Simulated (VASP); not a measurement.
Here is a VASP 6.6.1 calculation.

Contents of INCAR:

```
ALGO = Normal
DIPOL = 0.5 0.5 0.322
EDIFF = 1E-6
ENCUT = 520
GGA = PE
IDIPOL = 3
ISIF = 2
ISMEAR = 0
LASPH = T
LCHARG = T
LDIPOL = T
LELF = T
LREAL = F
LVACPOTAV = T
LVHAR = T
LWAVE = F
NBANDS = 33
NELM = 60
PREC = Accurate
SIGMA = 0.1
```

File KPOINTS:

```
k-points
0
Gamma
  5 5 1
```

File POSCAR:

```
Al12O
1.0
    5.7143028096      0.0000000000      0.0000000000
    0.0000000000      5.7143028096      0.0000000000
    0.0000000000      0.0000000000     19.6750228481
Al O
12 1
Direct
    0.2500000000      0.2500000000      0.2033034488
    0.2500000000      0.7500000000      0.2033034488
    0.7500000000      0.2500000000      0.2033034488
    0.7500000000      0.7500000000      0.2033034488
    0.0000000000      0.0000000000      0.3092772432
    0.0000000000      0.5000000000      0.3092772432
    0.5000000000      0.0000000000      0.3092772432
    0.5000000000      0.5000000000      0.3092772432
    0.2500000000      0.2500000000      0.4155025847
    0.2500000000      0.7500000000      0.4155025847
    0.7500000000      0.2500000000      0.4155025847
    0.7500000000      0.7500000000      0.4155025847
    0.2500000000      0.5000000000      0.4677388738
```

Potentials or basis: VASP PAW PBE potentials, release 64 (Al, O).

Command:

```console
$ cat potpaw_PBE.64/Al/POTCAR potpaw_PBE.64/O/POTCAR > POTCAR
$ mpirun -np 1 vasp_std > vasp.out
```

(1) Predict the largest force.

(2) What does it give for the band gap on the k mesh?

## Answers

(1) 0.308 eV/Å.

(2) zero (band 21 reaches -0.05 eV, above the bottom of band 22 at -0.86 eV).
